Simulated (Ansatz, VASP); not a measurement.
GaCo in VASP and in Ansatz

```
Ga Co
1.0
     2.73895    0.00000    0.00000
     0.00000    2.73895    0.00000
     0.00000    0.00000    2.88310
Ga Co
1 1
Direct
  0.50000 0.50000 0.50000
  0.00000 0.00000 0.00000
```

Change from the starting cell: strain -0.050 along x and y, +0.000 along z, atoms carried along.

Alike in both runs: task single point; functional PBEsol; k mesh 16 × 16 × 16; occupations gaussian, width 0.15 eV; no spin polarisation.

```csv
,VASP,Ansatz
version,VASP 6.6.1,Ansatz 0.2.0
potentials or method,"VASP PAW PBE potentials, release 64 (Ga_d, Co), cutoff 520 eV","scalar-relativistic, plane waves, PAW"
valence electrons in the cell,22,30
```

```csv
,VASP,Ansatz,Ansatz less VASP
gap on the k mesh at the Fermi level (eV),none,none,-
pressure (GPa),13.4,13.3,-0.04
"traceless stress, the component that is largest in VASP (GPa)",-1.77,-1.75,+0.023
```

VASP's potentials were made for PBE, not for PBEsol. A gap of «none» marks a metal or a gap that the smearing closes. With one functional, cell and mesh, what is left measures potentials, basis and numerics. VASP's potentials hold 22 valence electrons a cell and Ansatz's 30, so a difference there can come from the potentials and not from the codes.
